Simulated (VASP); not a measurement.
A run of VASP 6.6.1:

INCAR

```
SYSTEM = Si2Ni
ALGO = Normal
EDIFF = 1E-7
EDIFFG = -0.01
ENCUT = 600
GGA = PE
IBRION = 2
ISIF = 3
ISMEAR = -1
ISPIN = 2
LASPH = .True.
LCHARG = .False.
LDAU = .True.
LDAUJ = 0 0
LDAUL = 2 -1
LDAUPRINT = 1
LDAUTYPE = 2
LDAUU = 3 0
LMAXMIX = 4
LORBIT = 11
LREAL = .False.
LWAVE = .False.
MAGMOM = 1 0 0
NELM = 150
NSW = 60
PREC = Accurate
SIGMA = 0.05
```

The input KPOINTS:

```
k-points
0
Gamma
  9 9 9
  0 0 0
```

Contents of POSCAR:

```
Si2Ni
1.0
    0.0000000000      2.7030000000      2.7030000000
    2.7030000000      0.0000000000      2.7030000000
    2.7030000000      2.7030000000      0.0000000000
Ni Si
1 2
Direct
    0.0000000000      0.0000000000      0.0000000000
    0.7500000000      0.7500000000      0.7500000000
    0.2500000000      0.2500000000      0.2500000000
```

Potentials or basis: VASP PAW PBE potentials, release 64 (Ni, Si).

Launch:

```sh
$ cat potpaw_PBE.64/Ni/POTCAR potpaw_PBE.64/Si/POTCAR > POTCAR
$ mpirun -np 1 vasp_std > vasp.out
```

Hardware: 1 thread of Intel Xeon 8259CL, on a shared host.

Question: Estimate the wall time of this run.

Answer: Wall time 110 s on 1 thread of Intel Xeon 8259CL, with other jobs on the host, peak memory 0.23 GiB. Counts: scf iterations 34, k points 35, ion steps 3.
